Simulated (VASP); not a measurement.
## BN: single point with PBE+D3(BJ)

Crystal: BN.

```xyz
8
Lattice="-2.5064 0.0000 0.0000 -1.2532 -2.1706 0.0000 -2.8197 -1.6280 13.2337" Properties=species:S:1:pos:R:3 pbc="T T T"
B    -1.2532   -0.7235   11.5795
B    -1.2532   -0.7235    4.9626
B    -2.5064   -1.4471    1.6542
B    -2.5064   -1.4471    8.2711
N    -1.2532   -0.7235    1.6542
N    -1.2532   -0.7235    8.2711
N    -2.5064   -1.4471   11.5795
N    -2.5064   -1.4471    4.9626
```

- Program: VASP 6.6.1
- Task: single point
- Functional: PBE
- Dispersion: D3(BJ)
- Potentials or basis: VASP PAW PBE potentials, release 64 (B, N)
- Cutoff: 520 eV
- k mesh: 10 × 10 × 2
- Occupations: gaussian, width 0.05 eV
- Spin: no spin polarisation

The pressure is 0.0 GPa. The largest force is 0.019 eV/Å. The band gap on the k mesh is 4.00 eV, indirect (least direct gap 4.25 eV) and the dispersion energy per atom is -0.141 eV.

Forces in eV/Å, atoms in the order of the input:
```
B    0.009  0.005 -0.015
B    0.000  0.000  0.001
B   -0.009 -0.005  0.015
B    0.000  0.000 -0.001
N    0.013  0.007 -0.004
N    0.000  0.000  0.000
N   -0.013 -0.007  0.004
N    0.000  0.000  0.000
```

Stress tensor (GPa, compression positive):
```
 0.06 -0.04  0.03
-0.04  0.11  0.02
 0.03  0.02 -0.03
```

Levels at points of the mesh, in eV from the valence-band top:
```tsv
k point	band 14	band 15	band 16	band 17	band 18	band 19
(0.00, 0.00, 0.00)	-1.36	-1.35	-1.35	5.22	7.59	7.61
(0.50, 0.00, 0.00)	-1.20	-0.78	-0.56	4.18	4.68	4.88
(0.50, 0.50, 0.00)	-1.03	-0.94	-0.48	4.00	4.67	4.83
(0.00, 0.00, 0.50)	-1.36	-1.35	-1.35	5.92	5.94	9.37
(0.50, 0.00, 0.50)	-1.08	-0.84	-0.56	4.35	4.36	5.06
(0.50, 0.50, 0.50)	-1.26	-0.65	-0.61	4.07	4.37	5.30
```

Wall time 62 s on 1 thread of Intel(R) Xeon(R) 6975P-C (Granite Rapids) (shared host), peak memory 0.24 GiB.

A k mesh can miss the band edges.
